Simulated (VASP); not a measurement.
Input of a VASP 6.6.1 run:

Contents of INCAR:

```
PREC = Accurate
ENCUT = 520
EDIFF = 1E-6
ISMEAR = 0
SIGMA = 0.1
LREAL = False
LASPH = True
NELM = 80
ALGO = Fast
ISIF = 2
LWAVE = False
LCHARG = True
GGA = PE
LELF = True
LVHAR = True
NBANDS = 38
```

The input KPOINTS:

```
regular mesh
0
Gamma
  4 4 4
```

POSCAR

```
TiTeMo3
1.0
    4.6618712600      0.0000000000      0.0000000000
    0.0000000000      4.6618712600      0.0000000000
    0.0000000000      0.0000000000      4.6618712600
Ti Te Mo
1 1 3
Direct
    0.5000000000      0.5000000000      0.5000000000
    0.0000000000      0.0000000000      0.0000000000
    0.5000000000      0.0000000000      0.0000000000
    0.0000000000      0.5000000000      0.0000000000
    0.0000000000      0.0000000000      0.5000000000
```

Potentials or basis: VASP PAW PBE potentials, release 64 (Ti_sv, Te, Mo_sv).

Run with:

```bash
$ cat potpaw_PBE.64/Ti_sv/POTCAR potpaw_PBE.64/Te/POTCAR potpaw_PBE.64/Mo_sv/POTCAR > POTCAR
$ mpirun -np 1 vasp_std > vasp.out
```

(1) Predict the pressure.

(2) Estimate the band gap on the k mesh.

Answers

(1) 18.2 GPa.

(2) zero (band 30 reaches 9.29 eV, above the bottom of band 31 at 8.71 eV).

Caveat: spin-orbit coupling is left out, which moves the levels of the heavy elements.
